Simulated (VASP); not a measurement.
Runs of VASP 6.6.1 on Nb. The structure is that of space group Fm-3m (No. 225), or close to it. The cells are those of the table. 

| task | level | potentials or basis | spin | U | cell | k mesh | cutoff (eV) | grid for exact exchange (PRECFOCK) | share of exact exchange | ions in elastic constants | gap on the mesh (eV) | pressure (GPa) |
| --- | --- | --- | --- | --- | --- | --- | --- | --- | --- | --- | --- | --- |
| single point | LDA | VASP PAW LDA potentials, release 64 (Nb_sv) | off | - | a = 2.925 Å, angles 60.0°, 1 atom | 11 × 11 × 11 | 520 | - | - | - | none | (c) |
| single point | PBE0 | VASP PAW PBE potentials, release 64 (Nb_sv) | off | - | a = 2.979 Å, angles 60.0°, 1 atom | 6 × 6 × 6 | 520 | Normal | - | - | none | -3.2 |
| single point | LDA | VASP PAW LDA potentials, release 64 (Nb_sv) | off | - | a = 3.050 Å, angles 60.0°, 1 atom | 11 × 11 × 11 | 520 | - | - | - | none | (b) |
| single point | LDA+U | VASP PAW LDA potentials, release 64 (Nb_sv) | off | Nb d U = 2.0 eV | a = 2.947 Å, angles 60.0°, 1 atom | 11 × 11 × 11 | 520 | - | - | - | none | (a) |
| relaxation of cell and atoms | PBE | VASP PAW PBE potentials, release 64 (Nb_sv) | off | - | relaxed from a = 2.991 Å, angles 60.0°, 1 atom | 11 × 11 × 11 | 600 | - | - | - | none | 0.0 |
| single point | LDA | VASP PAW LDA potentials, release 64 (Nb_sv) | off | - | a = 2.951 Å, angles 60.0°, 1 atom | 11 × 11 × 11 | 520 | - | - | - | none | -4.8 |
| single point | BLYP+D4 | VASP PAW PBE potentials, release 64 (Nb_sv) | off | - | a = 2.985 Å, angles 60.0°, 1 atom | 11 × 11 × 11 | 520 | - | - | - | none | -0.1 |
| single point | PBEsol | VASP PAW PBE potentials, release 64 (Nb_sv) | off | - | a = 2.896 Å, angles 60.0°, 1 atom | 11 × 11 × 11 | 520 | - | - | - | none | 9.7 |
| single point | PBEsol | VASP PAW PBE potentials, release 64 (Nb_sv) | non-collinear, zero start, SOC | - | a = 2.991 Å, angles 60.0°, 1 atom | 8 × 8 × 8 | 520 | - | - | - | - | -7.6 |
| single point | PBEsol-based global hybrid | VASP PAW PBE potentials, release 64 (Nb_sv) | off | - | a = 2.959 Å, angles 60.0°, 1 atom | 6 × 6 × 6 | 520 | Normal | 0.25 | - | none | -3.6 |

Alike in all rows: smearing fermi-dirac 0.05 eV.

Problem. Estimate the missing entries.

Solution. (a) 1.4; (b) -18.4; (c) -0.2.

Caveats: some runs use coarse meshes; the PAW data sets were made with another functional, which shifts forces and pressure a little (some runs); U without spin polarisation on a metal has little footing (some runs); the U is typed as a test and isn't derived for this compound (some runs); pairwise dispersion overbinds metals, which lowers pressure and volume (some runs).

A k mesh can miss the band edges, and rows without SOC leave out spin-orbit coupling on Nb.

A gap of «none» marks levels without a gap at the run's occupations.
